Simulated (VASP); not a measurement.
# Ni (Fm-3m) in VASP: notebook, part 2 of 2

VASP 6.6.1. Earlier steps stand in the parts before.

## (3) Single point, PBE+U, collinear spin, ferromagnetic start

The input, INCAR:

```
ALGO = Normal
EDIFF = 1E-7
ENCUT = 520
GGA = PE
ISIF = 2
ISMEAR = -1
ISPIN = 2
LASPH = T
LCHARG = F
LDAU = T
LDAUJ = 0
LDAUL = 2
LDAUPRINT = 1
LDAUTYPE = 2
LDAUU = 6.2
LMAXMIX = 4
LORBIT = 11
LREAL = F
LWAVE = F
MAGMOM = 1.28
NBANDS = 15
NELM = 150
NUPDOWN = 1.28
PREC = Accurate
SIGMA = 0.05
```

The input, KPOINTS:

```
k-points
0
Gamma
  12 12 12
```

The input, POSCAR:

```
Ni
1.0
    0.0000000000      1.7698700000      1.7698700000
    1.7698700000      0.0000000000      1.7698700000
    1.7698700000      1.7698700000      0.0000000000
Ni
1
Direct
    0.0000000000      0.0000000000      0.0000000000
```

Potentials or basis: VASP PAW PBE potentials, release 64 (Ni).

Started as:

```
cat potpaw_PBE.64/Ni/POTCAR > POTCAR
mpirun -np 1 vasp_std > vasp.out
```

OUTCAR:

```text
EDIFF = 1E-7
   ENCUT = 520
   GGA = PE
   ISIF = 2
   ISMEAR = -1
   ISPIN = 2
   LASPH = T
   LORBIT = 11
   LREAL = F
   NELM = 150
   NUPDOWN = 1.28
   PREC = Accurate

 ion  position               nearest neighbor table
   1  0.000  0.000  0.000-

  LATTYP: Found a face centered cubic cell.
 ALAT       =     3.5397400000

  Lattice vectors:

 A1 = (   0.0000000000,   1.7698700000,   1.7698700000)
 A2 = (   1.7698700000,   0.0000000000,   1.7698700000)
[... 1108 lines left out ...]
  -------------------------------------------------------------------------------------
  Total       -0.1786732     -0.1786732     -0.1786732      0.0000000      0.0000000     -0.0000000
  in kB      -25.8176038    -25.8176038    -25.8176038      0.0000000      0.0000000     -0.0000000
  external PRESSURE =     -25.8176038 kB  Pullay stress =       0.0000000 kB

 VOLUME and BASIS-vectors are now :
 -----------------------------------------------------------------------------
  energy-cutoff  :      520.00
  volume of cell :       11.09
      direct lattice vectors                 reciprocal lattice vectors
     0.000000000  1.769870000  1.769870000    -0.282506625  0.282506625  0.282506625
     1.769870000  0.000000000  1.769870000     0.282506625 -0.282506625  0.282506625
     1.769870000  1.769870000  0.000000000     0.282506625  0.282506625 -0.282506625

 POSITION                                       TOTAL-FORCE (eV/Angst)
 -----------------------------------------------------------------------------------
      0.00000      0.00000      0.00000        -0.000000     -0.000000     -0.000000
 -----------------------------------------------------------------------------------
    total drift:                               -0.000000     -0.000000     -0.000000

  FREE ENERGIE OF THE ION-ELECTRON SYSTEM (eV)
  ---------------------------------------------------
  free  energy   TOTEN  =        -1.5618068052 eV

  energy  without entropy=       -1.5536296373  energy(sigma->0) =       -1.55771822

 total charge

# of ion       s       p       d       tot
------------------------------------------
    1        0.505   0.490   8.373   9.368

 magnetization (x)

# of ion       s       p       d       tot
------------------------------------------
    1        0.017   0.034   1.229   1.280
```

stdout:

```text
POSCAR found type information on POSCAR Ni
 POSCAR found :  1 types and       1 ions
 scaLAPACK will be used
 LDA part: xc-table for (Slater+PW92), standard interpolation
 POSCAR, INCAR and KPOINTS ok, starting setup
 FFT: planning ... GRIDC
 FFT: planning ... GRID_SOFT
 FFT: planning ... GRID
 WAVECAR not read
 entering main loop
```

Run time: 56 s. Hardware: 1 thread of AMD EPYC 7R43 (Zen 3), shared host; peak memory 0.1 GiB.

What came out:

| Quantity | Value |
| --- | --- |
| Free energy | -1.5618 eV |
| Pressure | -2.6 GPa |
| Net moment | 1.28 μB per cell |
| Site moments | Ni +1.28 μB |
| Valence electrons inside the program's atomic spheres | Ni 9.37 |

Eigenvalues of the final occupation matrices:
| site | spin | trace | eigenvalues |
| --- | --- | --- | --- |
| site 1 d | 1 | 4.81 | 0.96 0.96 0.96 0.97 0.97 |
| site 1 d | 2 | 3.59 | 0.57 0.57 0.57 0.93 0.93 |

Caveat: the total moment is fixed, so each spin has its own Fermi level; the U is typed as a test and isn't derived for this compound.

## (4) Single point, PBE+U, collinear spin, ferromagnetic start

The input, INCAR:

```
SYSTEM = Ni
PREC = Accurate
ENCUT = 520
EDIFF = 1E-6
ISMEAR = -1
SIGMA = 0.05
LREAL = .False.
LASPH = .True.
NELM = 150
ALGO = Normal
ISIF = 2
LWAVE = .False.
LCHARG = .True.
ISPIN = 2
MAGMOM = 1.8
LORBIT = 11
NUPDOWN = 1.8
LMAXMIX = 4
LDAU = .True.
LDAUTYPE = 2
LDAUL = 2
LDAUU = 6.2
LDAUJ = 0
LDAUPRINT = 1
GGA = PE
LELF = .True.
LVHAR = .True.
NBANDS = 15
```

The input, KPOINTS:

```
Automatic mesh
0
Gamma
  12 12 12
  0 0 0
```

POSCAR is that of step 3.

Started as:

```
cat potpaw_PBE.64/Ni/POTCAR > POTCAR
mpirun -np 1 vasp_std > vasp.out
```

It took 53 s on 1 thread of AMD EPYC 7R43 (Zen 3), shared host; peak memory 0.11 GiB.

The run converged. Its results:

- Free energy: -0.8132 eV
- Pressure: 11.4 GPa
- Net moment: 1.80 μB per cell
- Site moments: Ni +1.74 μB
- Valence electrons inside the program's atomic spheres: Ni 9.32

Eigenvalues of the final occupation matrices:
```
    site  spin  trace               eigenvalues
site 1 d     1   4.88  0.97 0.97 0.97 0.98 0.98
site 1 d     2   3.35  0.49 0.49 0.49 0.94 0.94
```

Caveat: the total moment is fixed, so each spin has its own Fermi level; the U is typed as a test and isn't derived for this compound.

## (5) Single point, PBE+U, collinear spin, ferromagnetic start

The input, INCAR:

```
SYSTEM = Ni
ALGO = Normal ; EDIFF = 1E-7
ENCUT = 520 ; GGA = PE
ISIF = 2 ; ISMEAR = -1
ISPIN = 2 ; LASPH = .TRUE.
LCHARG = .FALSE. ; LDAU = .TRUE.
LDAUJ = 0 ; LDAUL = 2
LDAUPRINT = 1 ; LDAUTYPE = 2
LDAUU = 6.2 ; LMAXMIX = 4
LORBIT = 11 ; LREAL = .FALSE.
LWAVE = .FALSE. ; MAGMOM = 0.2
NBANDS = 15 ; NELM = 150
PREC = Accurate ; SIGMA = 0.05
```

The input, KPOINTS:

```
k-points
0
G
  12 12 12
  0 0 0
```

POSCAR is that of step 4.

Started as:

```
cat potpaw_PBE.64/Ni/POTCAR > POTCAR
mpirun -np 1 vasp_std > vasp.out
```

Wall time 48 s (1 thread of AMD EPYC 7R43 (Zen 3), shared host); peak memory 0.11 GiB.

It converged, with:

| Item | Value |
| --- | --- |
| Free energy | -1.7812 eV |
| Pressure | -11.9 GPa |
| Net moment | 0.74 μB per cell |
| Site moments | Ni +0.79 μB |
| Valence electrons inside the program's atomic spheres | Ni 9.42 |

Levels at points of the mesh, in eV from the Fermi level:
Spin up:
```
           k point  band 1  band 2  band 3  band 4  band 5  band 6  band 7  band 8  band 9  band 10
(0.00, 0.00, 0.00)   -8.23   -4.14   -4.14   -4.14   -2.82   -2.82   24.26   26.82   26.82    26.82
(0.50, 0.00, 0.00)   -6.00   -4.03   -4.03   -2.26   -2.26    0.40    5.11   22.69   24.53    24.53
(0.50, 0.50, 0.00)   -5.92   -5.83   -2.22   -2.22   -2.12    3.12    8.48   15.31   15.31    17.12
```
Spin down:
| k point | band 1 | band 2 | band 3 | band 4 | band 5 | band 6 | band 7 | band 8 | band 9 |
| --- | --- | --- | --- | --- | --- | --- | --- | --- | --- |
| (0.00, 0.00, 0.00) | -8.39 | -2.15 | -2.15 | -1.42 | -1.42 | -1.42 | 23.80 | 27.78 | 27.78 |
| (0.50, 0.00, 0.00) | -4.11 | -2.88 | -2.88 | 0.04 | 0.04 | 0.20 | 6.40 | 22.37 | 25.04 |
| (0.50, 0.50, 0.00) | -5.52 | -3.36 | -1.42 | 0.69 | 0.69 | 2.92 | 8.71 | 15.22 | 15.22 |

Eigenvalues of the final occupation matrices:
| site | spin | trace | eigenvalues |
| --- | --- | --- | --- |
| site 1 d | 1 | 4.72 | 0.94 0.94 0.94 0.95 0.95 |
| site 1 d | 2 | 3.86 | 0.67 0.67 0.67 0.93 0.93 |

Caveat: the U is typed as a test and isn't derived for this compound. The state reached can hang on the start; a lower one may exist.

## (6) Overview

```tsv
fixed moment (μB)	pressure (GPa)	moment (μB)
0.77	-11.4	0.77
1.28	-2.6	1.28
1.8	11.4	1.80
-	-11.9	0.74
```

Alike in all rows: task single point; level PBE+U; potentials or basis VASP PAW PBE potentials, release 64 (Ni); spin collinear, ferromagnetic start; Ni d U = 6.2 eV; cell as given; k mesh 12 × 12 × 12; cutoff (eV) 520; smearing fermi-dirac 0.05 eV.

Caveats: the U is typed as a test and isn't derived for this compound; the total moment is fixed, so each spin has its own Fermi level (some runs).

Total energies depend on the potentials used, so only differences within one code and one set of settings carry meaning.
